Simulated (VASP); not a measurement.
# Rb3Fe (Pm-3m) in VASP: further runs, part 2 of 2

VASP 6.6.1.

## (3) Single point, r2SCAN, collinear spin, ferromagnetic start

This run uses another cell than the first one, of 54.11 Å³/atom.

POSCAR reads:

```
Rb3Fe
1.0
    6.0040692082      0.0000000000      0.0000000000
    0.0000000000      6.0040692082      0.0000000000
    0.0000000000      0.0000000000      6.0040692082
Rb Fe
3 1
Direct
    0.0000000000      0.5000000000      0.5000000000
    0.5000000000      0.0000000000      0.5000000000
    0.5000000000      0.5000000000      0.0000000000
    0.0000000000      0.0000000000      0.0000000000
```

INCAR.step1 reads:

```
SYSTEM = Rb3Fe
ALGO = Normal ; EDIFF = 1E-4
ENCUT = 520 ; GGA = PE
ISMEAR = 0 ; ISPIN = 2
LASPH = .True. ; LCHARG = .False.
LMAXMIX = 4 ; LREAL = .False.
LWAVE = .True. ; MAGMOM = 0 0 0 3.51
NBANDS = 30 ; NELM = 150
PREC = Accurate ; SIGMA = 0.1
```

INCAR.step2 reads:

```
SYSTEM = Rb3Fe
ALGO = Normal ; EDIFF = 1E-7
ENCUT = 520 ; ISIF = 2
ISMEAR = 0 ; ISPIN = 2
ISTART = 1 ; LASPH = .True.
LCHARG = .False. ; LMAXMIX = 4
LMIXTAU = .True. ; LORBIT = 11
LREAL = .False. ; LWAVE = .False.
MAGMOM = 0 0 0 3.51 ; METAGGA = R2SCAN
NBANDS = 30 ; NELM = 150
PREC = Accurate ; SIGMA = 0.1
```

KPOINTS reads:

```
k-points
0
Gamma
  4 4 4
  0 0 0
```

Potentials or basis: VASP PAW PBE potentials, release 64 (Rb_sv, Fe).

The run is started by

```console
cat potpaw_PBE.64/Rb_sv/POTCAR potpaw_PBE.64/Fe/POTCAR > POTCAR
cp INCAR.step1 INCAR
mpirun -np 1 vasp_std > vasp.out
cp INCAR.step2 INCAR
mpirun -np 1 vasp_std > vasp.out
```

OUTCAR:

```text
SYSTEM = Rb3Fe
   EDIFF = 1E-7
   ENCUT = 520
   ISIF = 2
   ISMEAR = 0
   ISPIN = 2
   ISTART = 1
   LASPH = .True.
   LORBIT = 11
   LREAL = .False.
   METAGGA = R2SCAN
   NELM = 150
   PREC = Accurate

 ion  position               nearest neighbor table
   1  0.000  0.500  0.500-   2 4.25   3 4.25   4 4.25   3 4.25   4 4.25   2 4.25   4 4.25   4 4.25
                             2 4.25   3 4.25   3 4.25   2 4.25
   2  0.500  0.000  0.500-   1 4.25   3 4.25   4 4.25   3 4.25   4 4.25   1 4.25   3 4.25   3 4.25
                             1 4.25   4 4.25   4 4.25   1 4.25
   3  0.500  0.500  0.000-   1 4.25   2 4.25   4 4.25   1 4.25   2 4.25   2 4.25   4 4.25   2 4.25
                             1 4.25   4 4.25   1 4.25   4 4.25
   4  0.000  0.000  0.000-   1 4.25   2 4.25   3 4.25   1 4.25   2 4.25   1 4.25   3 4.25   1 4.25
                             2 4.25   3 4.25   2 4.25   3 4.25

  LATTYP: Found a simple cubic cell.
 ALAT       =     6.0040692082

  Lattice vectors:

 A1 = (   6.0040692082,   0.0000000000,   0.0000000000)
 A2 = (   0.0000000000,   6.0040692082,   0.0000000000)
 A3 = (   0.0000000000,   0.0000000000,   6.0040692082)

Analysis of symmetry for initial positions (statically):
=====================================================================
 Subroutine PRICEL returns:
 Original cell was already a primitive cell.

 Routine SETGRP: Setting up the symmetry group for a
 simple cubic supercell.

 Subroutine GETGRP returns: Found 48 space group operations
 (whereof 48 operations were pure point group operations)
 out of a pool of 48 trial point group operations.

The static configuration has the point symmetry O_h .

Analysis of symmetry for dynamics (positions and initial velocities):
=====================================================================
 Subroutine PRICEL returns:
 Original cell was already a primitive cell.

 Routine SETGRP: Setting up the symmetry group for a
 simple cubic supercell.

 Subroutine GETGRP returns: Found 48 space group operations
 (whereof 48 operations were pure point group operations)
[... 156 lines left out ...]
 val. band max:        0.8702555722   @ k =   0.5000   0.5000   0.2500
 cond. band min:       1.0908984476   @ k =   0.5000   0.5000   0.2500
 fundamental gap:      0.2206428754
 Fermi energy:         0.9088900467

 spin component 1

 k-point     1 :       0.0000    0.0000    0.0000
  band No.  band energies     occupation
      1     -29.0007      1.00000
      2     -28.9608      1.00000
      3     -28.9608      1.00000
      4     -12.7154      1.00000
      5     -12.7154      1.00000
      6     -12.7154      1.00000
[... 309 lines left out ...]
     28       5.3855      0.00000
     29       5.8401      0.00000
 Fermi energy:         0.9088900467

 spin component 2

 k-point     1 :       0.0000    0.0000    0.0000
  band No.  band energies     occupation
      1     -29.0142      1.00000
      2     -28.9741      1.00000
      3     -28.9741      1.00000
      4     -12.7260      1.00000
      5     -12.7260      1.00000
      6     -12.7260      1.00000
[... 309 lines left out ...]
     28       5.3724      0.00000
     29       6.0872      0.00000
 [bands above 29 left out]

------------------------ aborting loop because EDIFF is reached ----------------------------------------

  FORCE on cell =-STRESS in cart. coord.  units (eV):
  Direction    XX          YY          ZZ          XY          YZ          ZX
  --------------------------------------------------------------------------------------
  -------------------------------------------------------------------------------------
  Total        0.3298210      0.3298210      0.3298210      0.0000000      0.0000000     -0.0000000
  in kB        2.4414723      2.4414723      2.4414723      0.0000000      0.0000000     -0.0000000
  external PRESSURE =       2.4414723 kB  Pullay stress =       0.0000000 kB

 VOLUME and BASIS-vectors are now :
 -----------------------------------------------------------------------------
  energy-cutoff  :      520.00
  volume of cell :      216.44
      direct lattice vectors                 reciprocal lattice vectors
     6.004069208  0.000000000  0.000000000     0.166553710  0.000000000  0.000000000
     0.000000000  6.004069208  0.000000000     0.000000000  0.166553710  0.000000000
     0.000000000  0.000000000  6.004069208     0.000000000  0.000000000  0.166553710

 POSITION                                       TOTAL-FORCE (eV/Angst)
 -----------------------------------------------------------------------------------
      0.00000      3.00203      3.00203         0.000000      0.000000      0.000000
      3.00203      0.00000      3.00203         0.000000      0.000000      0.000000
      3.00203      3.00203      0.00000         0.000000      0.000000      0.000000
      0.00000      0.00000      0.00000         0.000000      0.000000      0.000000
 -----------------------------------------------------------------------------------
    total drift:                                0.000000     -0.000000     -0.000000

  FREE ENERGIE OF THE ION-ELECTRON SYSTEM (eV)
  ---------------------------------------------------
  free  energy   TOTEN  =       -53.0681746985 eV

  energy  without entropy=      -53.0619657289  energy(sigma->0) =      -53.06507021

 total charge

# of ion       s       p       d       tot
------------------------------------------
    1        1.965   5.376   0.018   7.359
    2        1.965   5.376   0.018   7.359
    3        1.965   5.376   0.018   7.359
    4        0.459   0.054   6.131   6.644
--------------------------------------------------
tot          6.353  16.183   6.185  28.721

 magnetization (x)

# of ion       s       p       d       tot
------------------------------------------
    1       -0.003  -0.005  -0.004  -0.012
    2       -0.003  -0.005  -0.004  -0.012
    3       -0.003  -0.005  -0.004  -0.012
    4        0.071  -0.005   3.057   3.123
--------------------------------------------------
tot          0.063  -0.020   3.045   3.088
```

Wall time 5.7 min (1 thread of Intel Xeon 6975P-C (Granite Rapids), shared host); peak memory 0.5 GiB.

Results:

- Free energy: -53.0682 eV
- Pressure: 0.2 GPa
- Net moment: 2.87 μB per cell
- Site moments: Rb -0.01; Fe +3.12 μB
- Valence electrons inside the program's atomic spheres: Rb 7.36; Fe 6.64

Caveat: the PAW data sets were made with another functional, which shifts forces and pressure a little.
